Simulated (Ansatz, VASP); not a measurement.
Mo: VASP beside Ansatz

```
CELL_PARAMETERS angstrom
2.80466 0.00000 0.00000
-1.40233 2.42890 0.00000
0.00000 0.00000 4.58001
ATOMIC_POSITIONS crystal
Mo 0.33333 0.66667 0.25000
Mo 0.66667 0.33333 0.75000
```

Alike in both runs: task single point; functional PBE; dispersion D3(BJ); k mesh 9 × 9 × 4; occupations gaussian, width 0.1 eV; no spin polarisation.

```csv
,VASP,Ansatz
version,VASP 6.6.1,Ansatz 0.2.0
potentials or method,"VASP PAW PBE potentials, release 64 (Mo_sv), cutoff 500 eV","scalar-relativistic, plane waves, PAW"
valence electrons in the cell,28,28
```

```csv
,VASP,Ansatz,Ansatz less VASP
gap on the k mesh at the Fermi level (eV),none,none,-
pressure (GPa),-1.0,-1.5,-0.55
"traceless stress, the component that is largest in VASP (GPa)",3.81,3.84,+0.032
```

A gap of «none» marks a metal or a gap that the smearing closes.
